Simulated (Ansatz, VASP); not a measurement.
**La2HfO2: VASP beside Ansatz**

```
La Hf O
1.0
     3.81829    0.00000    0.00000
    -1.90914    3.30673    0.00000
     0.00000    0.00000    9.60181
La Hf O
2 1 2
Direct
  0.66667 0.33333 0.32694
  0.33333 0.66667 0.67306
  0.00000 0.00000 0.00000
  0.66667 0.33333 0.59808
  0.33333 0.66667 0.40192
```

Change from the starting cell: species swapped into the MgAl2Ge2 type (P-3m1, No. 164).

Alike in both runs: functional PBE; k mesh 12 × 12 × 4; occupations gaussian, width 0.1 eV; no spin polarisation.

Ansatz relaxed the structure, and its values are those at the end. VASP's run is a single point on that final structure, the one shown.

```csv
,VASP,Ansatz
version,VASP 6.6.1,Ansatz 0.2.0
potentials or method,"VASP PAW PBE potentials, release 64 (La, Hf_pv, O), cutoff 520 eV","scalar-relativistic, plane waves, PAW"
valence electrons in the cell,44,60
```

|  | VASP | Ansatz | Ansatz less VASP |
| --- | --- | --- | --- |
| gap on the k mesh at the Fermi level (eV) | none | none | - |
| pressure (GPa) | -0.2 | 0.0 | +0.18 |

A gap of «none» marks a metal or a gap that the smearing closes. VASP's potentials hold 44 valence electrons a cell and Ansatz's 60, so a difference there can come from the potentials and not from the codes.

Spin-orbit coupling is off throughout.
